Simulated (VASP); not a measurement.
# Al (Fm-3m) in VASP: further runs, part 3 of 3

VASP 6.6.1. Earlier steps stand in the parts before.

## (6) Single point, r2SCAN0

This run uses another cell than the first one, of 17.27 Å³/atom, 1.106 times its volume.

POSCAR reads:

```
Al
1.0
    0.0000000000      2.0514502267      2.0514502267
    2.0514502267      0.0000000000      2.0514502267
    2.0514502267      2.0514502267      0.0000000000
Al
1
Direct
    0.0000000000      0.0000000000      0.0000000000
```

INCAR.step1 reads:

```
  ALGO = Normal
  EDIFF = 1E-5
  ENCUT = 520
  GGA = PE
  ISIF = 2
  ISMEAR = -1
  LASPH = True
  LCHARG = False
  LREAL = False
  LWAVE = True
  NBANDS = 8
  NELM = 100
  PREC = Accurate
  SIGMA = 0.05
```

INCAR.step2 reads:

```
  AEXX = 0.25
  ALGO = Normal
  EDIFF = 1E-6
  ENCUT = 520
  ISIF = 2
  ISMEAR = -1
  ISTART = 1
  LASPH = True
  LCHARG = False
  LHFCALC = True
  LMIXTAU = True
  LREAL = False
  LWAVE = False
  METAGGA = R2SCAN
  NBANDS = 8
  NELM = 100
  PREC = Accurate
  PRECFOCK = Normal
  SIGMA = 0.05
```

KPOINTS reads:

```
k-points
0
Gamma
  6 6 6
```

Potentials or basis: VASP PAW PBE potentials, release 64 (Al).

On the command line:

```sh
$ cat potpaw_PBE.64/Al/POTCAR > POTCAR
$ cp INCAR.step1 INCAR
$ mpirun -np 1 vasp_std > vasp.out
$ cp INCAR.step2 INCAR
$ mpirun -np 1 vasp_std > vasp.out
```

OUTCAR:

```text
AEXX = 0.25
   EDIFF = 1E-6
   ENCUT = 520
   ISIF = 2
   ISMEAR = -1
   ISTART = 1
   LASPH = True
   LHFCALC = True
   LREAL = False
   METAGGA = R2SCAN
   NELM = 100
   PREC = Accurate
   PRECFOCK = Normal

 ion  position               nearest neighbor table
   1  0.000  0.000  0.000-

  LATTYP: Found a face centered cubic cell.
 ALAT       =     4.1029004534

  Lattice vectors:

 A1 = (   0.0000000000,   2.0514502267,   2.0514502267)
 A2 = (   2.0514502267,   0.0000000000,   2.0514502267)
 A3 = (   2.0514502267,   2.0514502267,   0.0000000000)

Analysis of symmetry for initial positions (statically):
=====================================================================
 Subroutine PRICEL returns:
 Original cell was already a primitive cell.

 Routine SETGRP: Setting up the symmetry group for a
 face centered cubic supercell.

 Subroutine GETGRP returns: Found 48 space group operations
[... 9 lines left out ...]

 Routine SETGRP: Setting up the symmetry group for a
 face centered cubic supercell.

 Subroutine GETGRP returns: Found 48 space group operations
 (whereof 48 operations were pure point group operations)
 out of a pool of 48 trial point group operations.

The dynamic configuration has the point symmetry O_h .

 Subroutine INISYM returns: Found 48 space group operations
 (whereof 48 operations are pure point group operations),
 and found     1 'primitive' translations

----------------------------------------------------------------------------------------

                                     Primitive cell

  volume of cell :      17.2668

  direct lattice vectors                    reciprocal lattice vectors
     0.000000000  2.051450227  2.051450227    -0.243730018  0.243730018  0.243730018
     2.051450227  0.000000000  2.051450227     0.243730018 -0.243730018  0.243730018
     2.051450227  2.051450227  0.000000000     0.243730018  0.243730018 -0.243730018

[... 99 lines left out ...]
   PRECFOCK=normal    Normal, Fast or Accurate (Low or Medium for compatibility)
   ENCUT4O =  -1.0   cutoff for four orbital integrals eV
   NKREDX  =     1    reduce k-point grid by
   NKREDY  =     1    reduce k-point grid by
   NKREDZ  =     1    reduce k-point grid by
   AEXX    =    0.2500 exact exchange contribution
   HFSCREEN=    0.0000 screening length (either q_TF or 0.3 A-1)
   HFSCREENC=   0.0000 screening length for correlation (either q_TF or 0.3 A-1)
   ENCUTFOCK=  -1.0 apply spherical cutoff to Coloumb kernel
   IVDW    =     0    specifies the selected vdW correction
   LEPSILON=     F    determine dielectric tensor
   LRPA    =     F    only Hartree local field effects (RPA)
 non-spin polarized calculation
  energy-cutoff  :      520.00
  volume of cell :       17.27
 maximum number of plane-waves:       483
 NGX is ok and might be reduce to    24
  NGX = 18; NGY = 18; NGZ = 18

 number of electron       3.0000000 magnetization

 Free energy of the ion-electron system (eV)
  ---------------------------------------------------
  ext. energy  EPLUGINS =         0.00000000
  ---------------------------------------------------
  free energy    TOTEN  =        -6.74998621 eV

  energy without entropy =       -6.74619839  energy(sigma->0) =       -6.74809230

 E-fermi :   8.0169     XC(G=0):  -8.3045

 val. band max:        6.4909711867   @ k =  -0.3333   0.5000   0.1667
 cond. band min:       8.0337478323   @ k =  -0.3333   0.3333   0.0000
 fundamental gap:      1.5427766457
 Fermi energy:         8.0168596221

 k-point     1 :       0.0000    0.0000    0.0000
  band No.  band energies     occupation
      1      -5.6829      2.00000
      2      21.7797      0.00000
      3      21.7797      0.00000
      4      21.7797      0.00000
      5      23.1339      0.00000
      6      23.1339      0.00000
      7      23.1339      0.00000
      8      25.5195      0.00000
[... 155 lines left out ...]
 k-point    16 :      -0.3333    0.5000    0.1667
  band No.  band energies     occupation
      1       4.8869      2.00000
      2       6.4910      2.00000
      3       8.8005      0.00000
      4      10.5380      0.00000
      5      20.9665      0.00000
      6      22.8109      0.00000
      7      29.4016      0.00000
      8      30.4957      0.00000

------------------------ aborting loop because EDIFF is reached ----------------------------------------

  FORCE on cell =-STRESS in cart. coord.  units (eV):
  Direction    XX          YY          ZZ          XY          YZ          ZX
  --------------------------------------------------------------------------------------
  -------------------------------------------------------------------------------------
  Total       -0.6215616     -0.6215616     -0.6215616      0.0000000     -0.0000000     -0.0000000
  in kB      -57.6742282    -57.6742282    -57.6742282      0.0000000     -0.0000000     -0.0000000
  external PRESSURE =     -57.6742282 kB  Pullay stress =       0.0000000 kB

 VOLUME and BASIS-vectors are now :
 -----------------------------------------------------------------------------
  energy-cutoff  :      520.00
  volume of cell :       17.27
      direct lattice vectors                 reciprocal lattice vectors
     0.000000000  2.051450227  2.051450227    -0.243730018  0.243730018  0.243730018
     2.051450227  0.000000000  2.051450227     0.243730018 -0.243730018  0.243730018
     2.051450227  2.051450227  0.000000000     0.243730018  0.243730018 -0.243730018

 POSITION                                       TOTAL-FORCE (eV/Angst)
 -----------------------------------------------------------------------------------
      0.00000      0.00000      0.00000         0.000000      0.000000      0.000000
 -----------------------------------------------------------------------------------
    total drift:                                0.000000      0.000000      0.000000

  FREE ENERGIE OF THE ION-ELECTRON SYSTEM (eV)
  ---------------------------------------------------
  free  energy   TOTEN  =        -6.7499862097 eV

  energy  without entropy=       -6.7461983869  energy(sigma->0) =       -6.74809230
```

Run time: 2.5 min. Hardware: 1 thread of AMD EPYC 9R45 (Zen 5), shared host; peak memory 0.11 GiB.

Results:

| Item | Value |
| --- | --- |
| Free energy | -6.7500 eV |
| Pressure | -5.8 GPa |

Levels at points of the mesh, in eV from the Fermi level:
```
           k point  band 1  band 2  band 3  band 4  band 5  band 6
(0.00, 0.00, 0.00)  -13.70   13.76   13.76   13.76   15.12   15.12
(0.50, 0.00, 0.00)   -6.23   -5.92   12.33   12.33   12.50   12.50
(0.50, 0.50, 0.00)   -4.22   -2.62    5.92    6.16    6.16    9.79
```

Caveat: the k points lie up to 0.44 Å⁻¹ apart; the PAW data sets were made with another functional, which shifts forces and pressure a little.

## (7) Summary

```tsv
cell	gap on the mesh (eV)	pressure (GPa)
a = 2.805 Å, angles 60.0°, 1 atom	none	1.9
a = 2.825 Å, angles 60.0°, 1 atom	none	0.6
a = 2.844 Å, angles 60.0°, 1 atom	none	-1.3
a = 2.882 Å, angles 60.0°, 1 atom	none	-4.4
a = 2.901 Å, angles 60.0°, 1 atom	none	-5.8
```

Alike in all rows: task single point; level r2SCAN0; potentials or basis VASP PAW PBE potentials, release 64 (Al); no spin polarisation; k mesh 6 × 6 × 6; cutoff (eV) 520; smearing fermi-dirac 0.05 eV.

Caveats: all runs use coarse meshes; the PAW data sets were made with another functional, which shifts forces and pressure a little.

Absolute energies hang on the potentials; compare differences alone.
